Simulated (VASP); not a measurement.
Al2Cu (Khatyrkite), 6 atoms in the cell. Symmetry: I4/mcm, No. 140, tetragonal system. Conventional cell: a = 6.067 Å, b = 6.067 Å, c = 4.975 Å, α = 90.00°, β = 90.00°, γ = 90.00°. Within 3.4 Å of Al (site symmetry m2m) lie 4 Cu at 2.60 Å and 11 Al at 2.73 to 3.23 Å. Cu (site symmetry 422) has 2 Cu at 2.49 Å and 8 Al at 2.60 Å within 3.3 Å.  This cell differs from its parent crystal: z stretched by +2 %, then relaxed in part.

- Program: VASP 6.6.1
- Task: single point
- Functional: PBE
- Potentials or basis: VASP PAW PBE potentials, release 64 (Al, Cu)
- Cutoff: 520 eV
- k mesh: 12 × 12 × 12
- Occupations: fermi-dirac, width 0.05 eV
- Spin: no spin polarisation
- Dipole correction: no
- Further INCAR settings: ALGO = Normal; EDIFF = 1e-06; NBANDS = 26

Potentials or basis: VASP PAW PBE potentials, release 64 (Al, Cu).

The run is started by

```console
$ cat potpaw_PBE.64/Al/POTCAR potpaw_PBE.64/Cu/POTCAR > POTCAR
$ mpirun -np 1 vasp_std > vasp.out
```

Hardware: 1 thread of Intel(R) Xeon(R) 6975P-C (Granite Rapids), on a shared host.

Estimate the wall time of this run.

Wall time 3.9 min on 1 thread of Intel(R) Xeon(R) 6975P-C (Granite Rapids), on a shared host, peak memory 0.46 GiB. Counts: scf iterations 15, k points 163.
